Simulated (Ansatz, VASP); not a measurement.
# Two plane-wave programs on Sb

INCAR

```
SYSTEM = Sb
ALGO = Normal
EDIFF = 1E-6
ENCUT = 520
GGA = PS
ISIF = 2
ISMEAR = 0
LASPH = .True.
LCHARG = .False.
LREAL = .False.
LWAVE = .False.
NBANDS = 8
NELM = 100
PREC = Accurate
SIGMA = 0.15
```

Contents of KPOINTS:

```
k-points
0
Gamma
  20 20 20
  0 0 0
```

File POSCAR:

```
Sb
1.0
    0.0000000000      2.6617637301      1.8818669572
    2.6617637301      0.0000000000      1.8818669572
    2.6617637301      2.6617637301      0.0000000000
Sb
1
Direct
    0.0000000000      0.0000000000      0.0000000000
```

Input for Ansatz:

```yaml
crystal:
  lattice:
    - [0.0, 2.6617637301, 1.8818669572]
    - [2.6617637301, 0.0, 1.8818669572]
    - [2.6617637301, 2.6617637301, 0.0]
  atoms:
    - { symbol: Sb, position: [0.0, 0.0, 0.0] }
basis:
  ecutwfc: 420
kpoints:
  mp_grid: { grid: [20, 20, 20] }
hamiltonian:
  xc: pbesol
scf:
  occupations: { method: gaussian, width: 0.15 }
output:
  forces: true
  stress: true
  eigenvalues: true
```

Alike in both runs: task single point; functional PBEsol; k mesh 20 × 20 × 20; occupations gaussian, width 0.15 eV; no spin polarisation.

```csv
,VASP,Ansatz
version,VASP 6.6.1,Ansatz 0.2.0
potentials or method,"VASP PAW PBE potentials, release 64 (Sb), cutoff 520 eV","scalar-relativistic, plane waves, PAW"
valence electrons in the cell,5,15
```

|  | VASP | Ansatz | Ansatz less VASP |
| --- | --- | --- | --- |
| gap on the k mesh at the Fermi level (eV) | none | none | - |
| pressure (GPa) | -1.8 | -1.8 | +0.02 |

VASP's potentials were made for PBE, not for PBEsol. A gap of «none» marks a metal or a gap that the smearing closes. VASP's potentials hold 5 valence electrons a cell and Ansatz's 15, so a difference there can come from the potentials and not from the codes.

Spin-orbit coupling is off throughout.
